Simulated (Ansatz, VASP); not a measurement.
# SnSe in VASP and in Ansatz

```
Sn Se
1.0
     0.00000    2.98980    2.98980
     2.98980    0.00000    2.98980
     2.98980    2.98980    0.00000
Sn Se
1 1
Direct
  0.00000 0.00000 0.00000
  0.50000 0.50000 0.50000
```

Change from the starting cell: volume scaled by 0.98, crystal datasets.

Alike in both runs: task electric field gradients; functional PBEsol; k mesh 7 × 7 × 7; occupations fermi-dirac, width 0.01 eV; no spin polarisation.

```csv
,VASP,Ansatz
version,VASP 6.6.1,Ansatz 0.2.0
potentials or method,"VASP PAW PBE potentials, release 64 (Sn_d, Se), cutoff 520 eV","all-electron PAW with datasets made for the crystal, scalar-relativistic"
```

```tsv
	VASP	Ansatz	Ansatz less VASP
pressure (GPa)	-0.9	-0.9	-0.02
```

VASP's potentials were made for PBE, not for PBEsol. Ansatz ran all-electron here, and VASP with PAW potentials.
